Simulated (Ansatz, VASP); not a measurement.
# Two plane-wave programs on LiBr

The input INCAR:

```
SYSTEM = LiBr
PREC     = Accurate       ! precision mode
ENCUT    = 750            ! plane-wave cutoff, eV
EDIFF    = 1E-6           ! SCF threshold, eV
ISMEAR   = 0              ! smearing method
SIGMA    = 0.01           ! smearing width, eV
LREAL    = .False.        ! projectors in reciprocal space
LASPH    = .True.         ! aspherical terms in the spheres
NELM     = 120            ! most SCF steps
ALGO     = Normal         ! electronic algorithm
ISIF     = 2              ! what is computed and relaxed
LWAVE    = .False.        ! write WAVECAR
LCHARG   = .False.        ! write CHGCAR
GGA      = PS             ! functional
NBANDS   = 12             ! bands
GGA_COMPAT= .False.
```

Contents of KPOINTS:

```
Automatic mesh
0
Gamma
  8 8 8
  0 0 0
```

File POSCAR:

```
LiBr
1.0
    0.0000000000      2.7234342405      2.7234342405
    2.7234342405      0.0000000000      2.7234342405
    2.7234342405      2.7234342405      0.0000000000
Li Br
1 1
Direct
    0.0000000000      0.0000000000      0.0000000000
    0.5000000000      0.5000000000      0.5000000000
```

Input for Ansatz:

```yaml
crystal:
  lattice:
    - [0.0, 2.7234342405, 2.7234342405]
    - [2.7234342405, 0.0, 2.7234342405]
    - [2.7234342405, 2.7234342405, 0.0]
  atoms:
    - { symbol: Li, position: [0.0, 0.0, 0.0] }
    - { symbol: Br, position: [0.5, 0.5, 0.5] }
basis:
  ecutwfc: 420
kpoints:
  mp_grid: { grid: [8, 8, 8] }
hamiltonian:
  xc: pbesol
scf:
  occupations: { method: fixed }
output:
  forces: true
  stress: true
  eigenvalues: true
```

Alike in both runs: task single point; functional PBEsol; k mesh 8 × 8 × 8; no spin polarisation.

```csv
,VASP,Ansatz
version,VASP 6.6.1,Ansatz 0.2.0
potentials or method,"VASP PAW PBE potentials, release 64 (Li_sv, Br), cutoff 750 eV","scalar-relativistic, plane waves, PAW"
occupations,"gaussian, width 0.01 eV",fixed
valence electrons in the cell,10,10
```

```csv
,VASP,Ansatz,Ansatz less VASP
gap on the k mesh at the Fermi level (eV),4.90,4.90,-0.001
least direct gap on the mesh (eV),4.90,4.90,-0.001
pressure (GPa),-0.6,-0.5,+0.02
```

VASP's potentials were made for PBE, not for PBEsol.
